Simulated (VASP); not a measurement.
Input of a VASP 6.6.1 run:

File INCAR:

```
SYSTEM = WSe2
PREC = Accurate ; ENCUT = 520
EDIFF = 1E-6 ; ISMEAR = 0
SIGMA = 0.05 ; LREAL = .False.
LASPH = .True. ; NELM = 80
ALGO = Normal ; ISIF = 2
LWAVE = .False. ; LCHARG = .True.
GGA = PE ; IVDW = 12
LELF = .True. ; LVHAR = .True.
NBANDS = 20
```

The input KPOINTS:

```
regular mesh
0
Gamma
  9 9 4
  0 0 0
```

POSCAR

```
WSe2
1.0
    3.1532363999      0.0000000000      0.0000000000
   -1.5766182000      3.0147513001      0.0000000000
    0.0000000000      0.0000000000      6.8423881836
W Se
1 2
Direct
    0.0000000000      0.0000000000      0.0000000000
    0.3333333333      0.6666666667      0.2405528385
    0.3333333333      0.6666666667      0.7594471615
```

Potentials or basis: VASP PAW PBE potentials, release 64 (W_sv, Se).

Launch:

```console
$ cat potpaw_PBE.64/W_sv/POTCAR potpaw_PBE.64/Se/POTCAR > POTCAR
$ mpirun -np 1 vasp_std > vasp.out
```

Q: Predict the band gap on the k mesh.

A: 1.22 eV (least direct gap 1.40 eV).

Q: What does it give for the largest force?

A: 0.695 eV/Å.

Q: Estimate the dispersion energy per atom.

A: -0.433 eV.

Forces in eV/Å, atoms in the order of the input:
```
W    0.000  0.695  0.000
Se   0.000 -0.348  0.474
Se   0.000 -0.348 -0.474
```

Caveat: the cell differs from its parent crystal (strain +e along x and -e along y -0.0500, strain +e along z and -e/2 along x and y -0.0233); spin-orbit coupling is left out, which moves the levels of the heavy elements. A k mesh can miss the band edges.
